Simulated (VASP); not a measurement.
A run of VASP 6.6.1 is set up as follows.

Contents of INCAR:

```
SYSTEM = La
PREC = Accurate
ENCUT = 520
EDIFF = 1E-7
ISMEAR = -1
SIGMA = 0.1
LREAL = .False.
LASPH = .True.
NELM = 80
ALGO = Normal
ISIF = 2
LWAVE = .False.
LCHARG = .False.
GGA = CA
NBANDS = 12
```

File KPOINTS:

```
Automatic mesh
0
Gamma
  11 11 11
  0 0 0
```

The input POSCAR:

```
La
1.0
    3.0347725836      0.0000000000      0.0000000000
    0.0000000000      3.0347725836      0.0000000000
    0.0000000000      0.0000000000      3.0347725836
La
1
Direct
    0.0000000000      0.0000000000      0.0000000000
```

Potentials or basis: VASP PAW LDA potentials, release 64 (La).

Launch:

```bash
$ cat potpaw_LDA.64/La/POTCAR > POTCAR
$ mpirun -np 1 vasp_std > vasp.out
```

Problem. What does it give for the pressure?

Solution. 4.5 GPa.

Problem. Estimate the band gap on the k mesh.

Solution. Zero (an odd number of electrons rules out a gap without spin polarisation).

Caveat: the cell stands under pressure; spin-orbit coupling is left out, which moves the levels of the heavy elements.
